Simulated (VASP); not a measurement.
# Si16B (a cell with a defect) in VASP: further runs

The runs below take Si16B (a cell with a defect) through single point, with PBE.

All numbers are computed with VASP 6.6.1; they aren't measurements. Logs are shortened: lines on timing, memory, paths and dates and some standing lists are left out, and cuts for length are marked.

### Step 1. The cell of the first run

The cell holds a defect, 17 atoms: a = 7.679 Å, b = 7.679 Å, c = 7.679 Å, α = 60.00°, β = 60.00°, γ = 60.00°.

### Step 2. Single point, PBE, collinear spin, zero start

Input file INCAR:

```
SYSTEM = Si16B
  PREC = Accurate
  ENCUT = 520
  EDIFF = 1E-6
  ISMEAR = -1
  SIGMA = 0.05
  LREAL = Auto
  LASPH = .True.
  NELM = 150
  ALGO = Normal
  ISIF = 2
  LWAVE = .False.
  LCHARG = .True.
  ISPIN = 2
  MAGMOM = 0 0 0 0 0 0 0 0 0 0 0 0 0 0 0 0 0
  LORBIT = 11
  GGA = PE
  LELF = .True.
  LVHAR = .True.
  NBANDS = 52
```

Input file KPOINTS:

```
Automatic mesh
0
Gamma
  2 2 2
  0 0 0
```

Input file POSCAR:

```
Si16B
1.0
    0.0000000000      5.4300000000      5.4300000000
    5.4300000000      0.0000000000      5.4300000000
    5.4300000000      5.4300000000      0.0000000000
Si B
16 1
Direct
   -0.0233517495      0.0361141805     -0.0290423573
    0.1415469613      0.0832044199      0.1171823204
   -0.0045948435     -0.0082228361      0.5325322284
    0.1437108656      0.1096593002      0.6227900552
   -0.0157550645      0.4582044199      0.0404880295
    0.1297237569      0.6534622468      0.0804604052
    0.0011325967      0.4672836096      0.5014456722
    0.1329097606      0.6218968692      0.6146224678
    0.5049079190      0.0290883978     -0.0112799263
    0.6057458564      0.1425598527      0.1419521179
    0.4999539595     -0.0255156538      0.5013904236
    0.6105064457      0.1604880295      0.6284254144
    0.5291712707      0.5089686924     -0.0099079190
    0.6243738490      0.6575230203      0.1050000000
    0.5660957643      0.5135174954      0.4665745856
    0.6579926335      0.6230939227      0.6362799263
    0.0620902394      0.7442265193      0.3296593002
```

Potentials or basis: VASP PAW PBE potentials, release 64 (Si, B).

Command:

```console
$ cat potpaw_PBE.64/Si/POTCAR potpaw_PBE.64/B/POTCAR > POTCAR
$ mpirun -np 1 vasp_std > vasp.out
```

OUTCAR:

```text
SYSTEM = Si16B
   PREC = Accurate
   ENCUT = 520
   EDIFF = 1E-6
   ISMEAR = -1
   LREAL = Auto
   LASPH = .True.
   NELM = 150
   ISIF = 2
   ISPIN = 2
   LORBIT = 11
   GGA = PE

 ion  position               nearest neighbor table
   1  0.977  0.036  0.971-   4 2.21   2 2.30  10 2.35   6 2.41
   2  0.142  0.083  0.117-   1 2.30   9 2.33   5 2.37  17 2.48   3 2.63
   3  0.995  0.992  0.533-   4 2.25   8 2.34  12 2.43   2 2.63
   4  0.144  0.110  0.623-   1 2.21  11 2.24   3 2.25   7 2.25
   5  0.984  0.458  0.040-  14 2.32   2 2.37   6 2.46   8 2.68
   6  0.130  0.653  0.080-  17 2.10   1 2.41   5 2.46  13 2.52   7 2.66
   7  0.001  0.467  0.501-  17 2.01  16 2.19   4 2.25   8 2.51   6 2.66
   8  0.133  0.622  0.615-  17 2.14   3 2.34   7 2.51   5 2.68  15 2.73
   9  0.505  0.029  0.989-  12 2.26  10 2.31   2 2.33  14 2.33
  10  0.606  0.143  0.142-  11 2.28   9 2.31  13 2.32   1 2.35
  11  0.500  0.974  0.501-   4 2.24  16 2.24  10 2.28  12 2.67
  12  0.611  0.160  0.628-   9 2.26  15 2.27   3 2.43  11 2.67
  13  0.529  0.509  0.990-  16 2.22  14 2.26  10 2.32   6 2.52
  14  0.624  0.658  0.105-  13 2.26  15 2.31   5 2.32   9 2.33
  15  0.566  0.514  0.467-  12 2.27  14 2.31  16 2.35   8 2.73
  16  0.658  0.623  0.636-   7 2.19  13 2.22  11 2.24  15 2.35
  17  0.062  0.744  0.330-   7 2.01   6 2.10   8 2.14   2 2.48

  LATTYP: Found a face centered cubic cell.
 ALAT       =    10.8600000000

  Lattice vectors:

 A1 = (   0.0000000000,   5.4300000000,   5.4300000000)
 A2 = (   5.4300000000,   0.0000000000,   5.4300000000)
 A3 = (   5.4300000000,   5.4300000000,   0.0000000000)

Analysis of symmetry for initial positions (statically):
=====================================================================
 Subroutine PRICEL returns:
 Original cell was already a primitive cell.

 Routine SETGRP: Setting up the symmetry group for a
 face centered cubic supercell.

 Subroutine GETGRP returns: Found  1 space group operations
 (whereof  1 operations were pure point group operations)
 out of a pool of 48 trial point group operations.

The static configuration has the point symmetry C_1 .

Analysis of symmetry for dynamics (positions and initial velocities):
=====================================================================
 Subroutine PRICEL returns:
 Original cell was already a primitive cell.

 Routine SETGRP: Setting up the symmetry group for a
 face centered cubic supercell.

 Subroutine GETGRP returns: Found  1 space group operations
 (whereof  1 operations were pure point group operations)
 out of a pool of 48 trial point group operations.

The dynamic configuration has the point symmetry C_1 .

Analysis of structural, dynamic, and magnetic symmetry:
=====================================================================
 Subroutine PRICEL returns:
 Original cell was already a primitive cell.

 Routine SETGRP: Setting up the symmetry group for a
 face centered cubic supercell.

 Subroutine GETGRP returns: Found  1 space group operations
 (whereof  1 operations were pure point group operations)
 out of a pool of 48 trial point group operations.

The overall configuration has the point symmetry C_1 .

 Subroutine INISYM returns: Found  1 space group operations
 (whereof  1 operations are pure point group operations),
 and found     1 'primitive' translations

----------------------------------------------------------------------------------------

                                     Primitive cell

  volume of cell :     320.2060

  direct lattice vectors                    reciprocal lattice vectors
     0.000000000  5.430000000  5.430000000    -0.092081031  0.092081031  0.092081031
     5.430000000  0.000000000  5.430000000     0.092081031 -0.092081031  0.092081031
     5.430000000  5.430000000  0.000000000     0.092081031  0.092081031 -0.092081031

  length of vectors
     7.679179644  7.679179644  7.679179644     0.159489025  0.159489025  0.159489025

[... 74 lines left out ...]
  0.500000  0.000000  0.500000      1.000000
[... 41 lines left out ...]
  ---------------------------------------------------
  free energy    TOTEN  =       -85.81451609 eV

  energy without entropy =      -85.75885758  energy(sigma->0) =      -85.78668683

 E-fermi :   6.3787     XC(G=0):  -9.6096

 val. band max:        6.3593967097   @ k =   0.0000   0.5000   0.5000
 cond. band min:       6.4029450483   @ k =   0.5000   0.5000   0.5000
 fundamental gap:      0.0435483386
 Fermi energy:         6.3787494411

 spin component 1

 k-point     1 :       0.0000    0.0000    0.0000
  band No.  band energies     occupation
      1      -6.3377      1.00000
      2      -4.3523      1.00000
      3      -4.0345      1.00000
      4      -3.8645      1.00000
      5      -3.6080      1.00000
      6      -2.7636      1.00000
[... 373 lines left out ...]
     44       9.7810      0.00000
     45       9.8645      0.00000
 Fermi energy:         6.3787494411

 spin component 2

 k-point     1 :       0.0000    0.0000    0.0000
  band No.  band energies     occupation
      1      -6.3377      1.00000
      2      -4.3523      1.00000
      3      -4.0345      1.00000
      4      -3.8645      1.00000
      5      -3.6080      1.00000
      6      -2.7636      1.00000
[... 373 lines left out ...]
     44       9.7810      0.00000
     45       9.8645      0.00000
 [bands above 45 left out]

------------------------ aborting loop because EDIFF is reached ----------------------------------------

  FORCE on cell =-STRESS in cart. coord.  units (eV):
  Direction    XX          YY          ZZ          XY          YZ          ZX
  --------------------------------------------------------------------------------------
  -------------------------------------------------------------------------------------
  Total        7.9789861      6.4936895      8.2133881     -1.8471194     -2.1186994     -0.2996000
  in kB       39.9235183     32.4917134     41.0963680     -9.2422150    -10.6010880     -1.4990734
  external PRESSURE =      37.8371999 kB  Pullay stress =       0.0000000 kB

 VOLUME and BASIS-vectors are now :
 -----------------------------------------------------------------------------
  energy-cutoff  :      520.00
  volume of cell :      320.21
      direct lattice vectors                 reciprocal lattice vectors
     0.000000000  5.430000000  5.430000000    -0.092081031  0.092081031  0.092081031
     5.430000000  0.000000000  5.430000000     0.092081031 -0.092081031  0.092081031
     5.430000000  5.430000000  0.000000000     0.092081031  0.092081031 -0.092081031

 POSITION                                       TOTAL-FORCE (eV/Angst)
 -----------------------------------------------------------------------------------
      5.46840     10.57550      5.49930         0.246420      1.045159     -0.960069
      1.08810      1.40490      1.22040         1.636892      0.895255     -1.078434
      8.27700      8.29670     10.79040        -1.087363     -1.766909     -0.366657
      3.97720      4.16210      1.37580        -0.150809     -0.466846      0.113060
      2.70790      5.56430      7.83250        -0.325295     -0.264931      1.464166
      3.98520      1.14130      4.25270         0.040026      0.729123      0.087636
[... 9 lines left out ...]
      6.83840      7.02790      6.95630        -0.636617     -1.103853     -0.696714
      5.83120      2.12720      4.37830        -0.201273      0.336221      0.637522
 -----------------------------------------------------------------------------------
    total drift:                               -0.000324     -0.004562      0.000986

  FREE ENERGIE OF THE ION-ELECTRON SYSTEM (eV)
  ---------------------------------------------------
  free  energy   TOTEN  =       -85.8145160871 eV

  energy  without entropy=      -85.7588575819  energy(sigma->0) =      -85.78668683

 total charge

# of ion       s       p       d       tot
------------------------------------------
    1        0.762   0.938   0.000   1.700
    2        0.749   0.890   0.000   1.639
    3        0.772   0.883   0.000   1.656
    4        0.758   1.022   0.000   1.780
    5        0.779   0.848   0.000   1.627
    6        0.762   0.857   0.000   1.619
[... 9 lines left out ...]
   16        0.752   1.009   0.000   1.762
   17        0.739   0.960   0.000   1.699
--------------------------------------------------
tot         12.877  15.828   0.000  28.704

 magnetization (x)

# of ion       s       p       d       tot
------------------------------------------
    1        0.000   0.000   0.000   0.000
    2        0.000  -0.000   0.000  -0.000
    3        0.000   0.000   0.000   0.000
    4        0.000   0.000   0.000   0.000
    5        0.000   0.000   0.000   0.000
    6        0.000   0.000   0.000   0.000
[... 9 lines left out ...]
   16        0.000  -0.000   0.000   0.000
   17        0.000   0.000   0.000   0.000
--------------------------------------------------
tot          0.000   0.000   0.000   0.000
```

Run time: 5.8 min. Hardware: 1 thread of AMD EPYC 9R45 (Zen 5), shared host; peak memory 0.66 GiB.

What came out:

| Item | Value |
| --- | --- |
| Free energy | -85.8145 eV |
| Pressure | 3.8 GPa |
| Largest force | 2.833 eV/Å |
| Net moment | 0.00 μB per cell |
| Valence electrons inside the program's atomic spheres | Si 1.70, 1.64, 1.66, 1.78, 1.63, 1.62, 1.61, 1.72, 1.71, 1.67, 1.76 (each value once); B 1.70 |

Forces in eV/Å, atoms in the order of the input:
```
Si   0.246  1.045 -0.960
Si   1.637  0.895 -1.078
Si  -1.087 -1.767 -0.367
Si  -0.151 -0.467  0.113
Si  -0.325 -0.265  1.464
Si   0.040  0.729  0.088
Si  -0.437  0.147  1.322
Si  -0.435  0.600  0.303
Si   0.144 -0.015 -0.573
Si  -0.667 -0.138  0.514
Si   1.477  1.195  2.102
Si  -2.238 -0.168 -0.287
Si   1.219 -0.852 -1.839
Si   0.171  0.615  0.321
Si   1.245 -0.788 -1.063
Si  -0.637 -1.104 -0.697
B   -0.201  0.336  0.638
```

Stress tensor (GPa, compression positive):
```
 3.99 -0.92 -0.15
-0.92  3.25 -1.06
-0.15 -1.06  4.11
```

Levels at points of the mesh, in eV from the Fermi level:
Spin up:
```tsv
k point	band 30	band 31	band 32	band 33	band 34	band 35	band 36	band 37
(0.00, 0.00, 0.00)	-1.20	-1.09	-0.72	-0.52	-0.07	0.03	0.19	0.29
(0.50, 0.00, 0.00)	-1.36	-1.27	-1.00	-0.59	0.35	0.48	0.66	0.76
(0.00, 0.50, 0.00)	-1.21	-1.00	-0.79	-0.40	-0.02	0.36	0.71	0.91
(0.00, 0.00, 0.50)	-1.28	-1.22	-0.82	-0.42	0.05	0.24	0.72	0.95
(0.50, 0.50, 0.50)	-1.53	-1.09	-0.68	-0.59	0.02	0.27	0.63	0.82
(0.50, 0.50, 0.00)	-1.84	-1.49	-1.18	-0.16	0.16	0.52	1.02	1.49
(0.00, 0.50, 0.50)	-1.62	-1.44	-1.25	-0.37	-0.02	0.78	1.12	1.32
(0.50, 0.00, 0.50)	-1.58	-1.47	-1.20	-0.37	-0.15	0.93	1.15	1.35
```
Spin down:
```
           k point  band 29  band 30  band 31  band 32  band 33  band 34  band 35  band 36  band 37  band 38
(0.00, 0.00, 0.00)    -1.26    -1.20    -1.09    -0.72    -0.52    -0.07     0.03     0.19     0.29     0.48
(0.50, 0.00, 0.00)    -1.71    -1.36    -1.27    -1.00    -0.59     0.35     0.48     0.66     0.76     1.03
(0.00, 0.50, 0.00)    -1.69    -1.21    -1.00    -0.79    -0.40    -0.02     0.36     0.71     0.91     0.96
(0.00, 0.00, 0.50)    -1.47    -1.28    -1.22    -0.82    -0.42     0.05     0.24     0.72     0.95     1.13
(0.50, 0.50, 0.50)    -1.84    -1.53    -1.09    -0.68    -0.59     0.02     0.27     0.63     0.82     1.01
(0.50, 0.50, 0.00)    -1.92    -1.84    -1.49    -1.18    -0.16     0.16     0.52     1.02     1.49     1.71
(0.00, 0.50, 0.50)    -2.06    -1.62    -1.44    -1.25    -0.37    -0.02     0.78     1.12     1.32     1.69
(0.50, 0.00, 0.50)    -1.96    -1.58    -1.47    -1.20    -0.37    -0.15     0.93     1.15     1.35     1.72
```

Caveat: the k points lie up to 0.50 Å⁻¹ apart.

(Continued in part 2 of 2.)
